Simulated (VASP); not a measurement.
# Sc (Fm-3m) in VASP: density of states with PBE

Aim: the density of states of Sc with PBE.

Everything below comes from runs of VASP 6.6.1. Logs are shortened: lines on timing, memory, paths and dates and some standing lists are left out, and cuts for length are marked.

### 1 The cell of the first run

Symmetry: Fm-3m, No. 225, cubic system. The conventional cell has a = 4.619 Å, b = 4.619 Å, c = 4.619 Å, α = 90.00°, β = 90.00°, γ = 90.00°. Sc (site symmetry m-3m) has 12 Sc at 3.27 Å within 4.3 Å.

### 2 Density of states, PBE, non-collinear spin, zero start, spin-orbit coupling

POSCAR reads:

```
Sc
1.0
    0.0000000000      2.3092775870      2.3092775870
    2.3092775870      0.0000000000      2.3092775870
    2.3092775870      2.3092775870      0.0000000000
Sc
1
Direct
    0.0000000000      0.0000000000      0.0000000000
```

INCAR.step1 reads:

```
SYSTEM = Sc
ALGO = Normal
EDIFF = 1E-6
ENCUT = 520
GGA = PE
GGA_COMPAT = .FALSE.
ISIF = 2
ISMEAR = 0
LASPH = .TRUE.
LCHARG = .TRUE.
LMAXMIX = 4
LNONCOLLINEAR = .TRUE.
LORBMOM = .TRUE.
LREAL = .FALSE.
LSORBIT = .TRUE.
LWAVE = .FALSE.
MAGMOM = 0 0 0
NBANDS = 22
NELM = 150
PREC = Accurate
SIGMA = 0.05
```

KPOINTS.step1 reads:

```
k-points
0
G
  16 16 16
  0 0 0
```

INCAR.step2 reads:

```
SYSTEM = Sc
ALGO = Normal
EDIFF = 1E-6
ENCUT = 520
GGA = PE
GGA_COMPAT = .FALSE.
ICHARG = 11
ISIF = 2
ISMEAR = -5
LASPH = .TRUE.
LCHARG = .FALSE.
LMAXMIX = 4
LNONCOLLINEAR = .TRUE.
LORBIT = 11
LORBMOM = .TRUE.
LREAL = .FALSE.
LSORBIT = .TRUE.
LWAVE = .FALSE.
MAGMOM = 0 0 0
NBANDS = 22
NEDOS = 2001
NELM = 150
PREC = Accurate
SIGMA = 0.05
```

KPOINTS.step2 reads:

```
k-points
0
G
  24 24 24
  0 0 0
```

Potentials or basis: VASP PAW PBE potentials, release 64 (Sc_sv).

Launch:

```
cat potpaw_PBE.64/Sc_sv/POTCAR > POTCAR
cp INCAR.step1 INCAR
cp KPOINTS.step1 KPOINTS
mpirun -np 1 vasp_ncl > vasp.out
cp INCAR.step2 INCAR
cp KPOINTS.step2 KPOINTS
mpirun -np 1 vasp_ncl > vasp.out
```

OUTCAR:

```text
SYSTEM = Sc
   EDIFF = 1E-6
   ENCUT = 520
   GGA = PE
   ICHARG = 11
   ISIF = 2
   ISMEAR = -5
   LASPH = .TRUE.
   LNONCOLLINEAR = .TRUE.
   LORBIT = 11
   LREAL = .FALSE.
   LSORBIT = .TRUE.
   NELM = 150
   PREC = Accurate

 ion  position               nearest neighbor table
   1  0.000  0.000  0.000-

  LATTYP: Found a face centered cubic cell.
 ALAT       =     4.6185551740

  Lattice vectors:

 A1 = (   0.0000000000,   2.3092775870,   2.3092775870)
 A2 = (   2.3092775870,   0.0000000000,   2.3092775870)
 A3 = (   2.3092775870,   2.3092775870,   0.0000000000)

Analysis of symmetry for initial positions (statically):
=====================================================================
 Subroutine PRICEL returns:
 Original cell was already a primitive cell.

 Routine SETGRP: Setting up the symmetry group for a
 face centered cubic supercell.

 Subroutine GETGRP returns: Found 48 space group operations
 (whereof 48 operations were pure point group operations)
 out of a pool of 48 trial point group operations.

The static configuration has the point symmetry O_h .

Analysis of symmetry for dynamics (positions and initial velocities):
=====================================================================
 Subroutine PRICEL returns:
 Original cell was already a primitive cell.

 Routine SETGRP: Setting up the symmetry group for a
 face centered cubic supercell.

 Subroutine GETGRP returns: Found 48 space group operations
 (whereof 48 operations were pure point group operations)
 out of a pool of 48 trial point group operations.

The dynamic configuration has the point symmetry O_h .

Analysis of structural, dynamic, and magnetic symmetry:
=====================================================================
 Subroutine PRICEL returns:
 Original cell was already a primitive cell.

 Routine SETGRP: Setting up the symmetry group for a
 face centered cubic supercell.

 Subroutine GETGRP returns: Found 48 space group operations
 (whereof 48 operations were pure point group operations)
 out of a pool of 48 trial point group operations.

The overall configuration has the point symmetry O_h .

 Subroutine INISYM returns: Found 48 space group operations
 (whereof 48 operations are pure point group operations),
 and found     1 'primitive' translations

----------------------------------------------------------------------------------------

[... 139 lines left out ...]

 val. band max:        3.7562106327   @ k =  -0.3750   0.4167   0.2083
 cond. band min:       3.7446225889   @ k =   0.5000   0.1250   0.0000
 fundamental gap:     -0.0115880438
 Fermi energy:         3.7424708317

 k-point     1 :       0.0000    0.0000    0.0000
  band No.  band energies     occupation
      1     -45.6874      1.00000
      2     -45.6874      1.00000
      3     -24.4449      1.00000
      4     -24.4449      1.00000
      5     -23.9341      1.00000
      6     -23.9341      1.00000
[... 589 lines left out ...]
     21      10.7246      0.00000
     22      10.7246      0.00000

 [... further k-points ...]
[... 5 lines left out ...]
  --------------------------------------------------------------------------------------
  -------------------------------------------------------------------------------------
  Total       -0.0026677     -0.0026677     -0.0026677      0.0000000      0.0000000      0.0000000
  in kB       -0.1735390     -0.1735390     -0.1735390      0.0000000      0.0000000      0.0000000
  external PRESSURE =      -0.1735390 kB  Pullay stress =       0.0000000 kB

 VOLUME and BASIS-vectors are now :
 -----------------------------------------------------------------------------
  energy-cutoff  :      520.00
  volume of cell :       24.63
      direct lattice vectors                 reciprocal lattice vectors
     0.000000000  2.309277587  2.309277587    -0.216517929  0.216517929  0.216517929
     2.309277587  0.000000000  2.309277587     0.216517929 -0.216517929  0.216517929
     2.309277587  2.309277587  0.000000000     0.216517929  0.216517929 -0.216517929

 POSITION                                       TOTAL-FORCE (eV/Angst)
 -----------------------------------------------------------------------------------
      0.00000      0.00000      0.00000         0.000000      0.000000     -0.000000
 -----------------------------------------------------------------------------------
    total drift:                               -0.000000      0.000000     -0.000000

  FREE ENERGIE OF THE ION-ELECTRON SYSTEM (eV)
  ---------------------------------------------------
  free  energy   TOTEN  =        -6.2046781524 eV

  energy  without entropy=       -6.2046781524  energy(sigma->0) =       -6.20467815

 orbital moment (x)

 # of ion     p       d       tot
 ----------------------------------------
  1         0.000  -0.000  -0.000
 ----------------------------------------
            0.000  -0.000  -0.000

 orbital moment (y)

 # of ion     p       d       tot
 ----------------------------------------
  1         0.000  -0.000  -0.000
 ----------------------------------------
            0.000  -0.000  -0.000

 orbital moment (z)

 # of ion     p       d       tot
 ----------------------------------------
  1         0.000   0.000   0.000
 ----------------------------------------
            0.000   0.000   0.000

 Spin-Orbit-Coupling matrix elements

 Ion:    1  E_soc:     -0.0072699
 l=   1
     0.0000000    -0.0011936    -0.0011936
    -0.0011936     0.0000000    -0.0011936
    -0.0011936    -0.0011936     0.0000000
 l=   2
     0.0000000    -0.0000018     0.0000000    -0.0000018    -0.0000162
    -0.0000018     0.0000000    -0.0000122    -0.0000018    -0.0000041
     0.0000000    -0.0000122     0.0000000    -0.0000122     0.0000000
    -0.0000018    -0.0000018    -0.0000122     0.0000000    -0.0000041
    -0.0000162    -0.0000041     0.0000000    -0.0000041     0.0000000
 l=   3
     0.0000000     0.0000000     0.0000000     0.0000000     0.0000000     0.0000000     0.0000000
     0.0000000     0.0000000     0.0000000     0.0000000     0.0000000     0.0000000     0.0000000
     0.0000000     0.0000000     0.0000000     0.0000000     0.0000000     0.0000000     0.0000000
     0.0000000     0.0000000     0.0000000     0.0000000     0.0000000     0.0000000     0.0000000
     0.0000000     0.0000000     0.0000000     0.0000000     0.0000000     0.0000000     0.0000000
     0.0000000     0.0000000     0.0000000     0.0000000     0.0000000     0.0000000     0.0000000
     0.0000000     0.0000000     0.0000000     0.0000000     0.0000000     0.0000000     0.0000000

 total charge

# of ion       s       p       d       tot
------------------------------------------
    1        2.276   6.097   1.015   9.389

 magnetization (x)

# of ion       s       p       d       tot
------------------------------------------
    1        0.000   0.000   0.000   0.000

 magnetization (y)

# of ion       s       p       d       tot
------------------------------------------
    1       -0.000   0.000   0.000  -0.000

 magnetization (z)

# of ion       s       p       d       tot
------------------------------------------
    1       -0.000   0.000  -0.000  -0.000
```

Wall time 2.3 min (1 thread of Intel Xeon 6975P-C (Granite Rapids), shared host); peak memory 0.41 GiB.

Results:

```yaml
Net_moment: 0.00 μB per cell
Valence_electrons_inside_the_program's_atomic_spheres: Sc 9.39
```

Moments on the atoms (μB; x, y, z):
```
Sc  0.00 0.00 0.00
```
